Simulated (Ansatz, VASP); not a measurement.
## Os in VASP and in Ansatz

The input INCAR:

```
SYSTEM = Os
PREC = Accurate
ENCUT = 520
EDIFF = 1E-7
ISMEAR = -1
SIGMA = 0.1
LREAL = .FALSE.
LASPH = .TRUE.
NELM = 80
ALGO = Normal
ISIF = 2
LWAVE = .FALSE.
LCHARG = .FALSE.
GGA = PS
NBANDS = 15
```

Contents of KPOINTS:

```
regular mesh
0
G
  11 11 11
  0 0 0
```

The input POSCAR:

```
Os
1.0
    0.0000000000      2.6757907742      2.6757907742
    2.6757907742      0.0000000000      2.6757907742
    2.6757907742      2.6757907742      0.0000000000
Os
2
Direct
    0.1250000000      0.1250000000      0.1250000000
    0.8750000000      0.8750000000      0.8750000000
```

Input for Ansatz:

```yaml
crystal:
  lattice:
    - [0.0, 2.6757907742, 2.6757907742]
    - [2.6757907742, 0.0, 2.6757907742]
    - [2.6757907742, 2.6757907742, 0.0]
  atoms:
    - { symbol: Os, position: [0.125, 0.125, 0.125] }
    - { symbol: Os, position: [0.875, 0.875, 0.875] }
hamiltonian:
  xc: pbesol
  pseudopotentials:
    kind: paw
    azcp:
      Os: "pseudopotentials/Os.paw.azcp"
basis:
  ecutwfc: 420
  fft_grid_basis: typed
kpoints:
  mp_grid: { grid: [11, 11, 11], shift: [0, 0, 0] }
magnetization:
  spin_polarized: false
scf:
  occupations: { method: fermi_dirac, width: 0.1 }
  lower_state_search: "off"
output:
  stress: true
```

Alike in both runs: task single point; functional PBEsol; k mesh 11 × 11 × 11; occupations fermi-dirac, width 0.1 eV; no spin polarisation.

|  | VASP | Ansatz |
| --- | --- | --- |
| version | VASP 6.6.1 | Ansatz 0.2.0 |
| potentials or method | VASP PAW PBE potentials, release 64 (Os), cutoff 520 eV | plane waves (420 eV) with PAW, scalar-relativistic |
| valence electrons in the cell | 16 | 32 |

Ansatz gave:

* pressure (GPa): 22.4

**Question.** Which values does VASP return?

**Answer.** Pressure (GPa): 20.9.

VASP's potentials were made for PBE, not for PBEsol, and Ansatz warns of the same on its side. VASP's potentials hold 16 valence electrons a cell and Ansatz's 32, so a difference there can come from the potentials and not from the codes.

Spin-orbit coupling is off throughout.
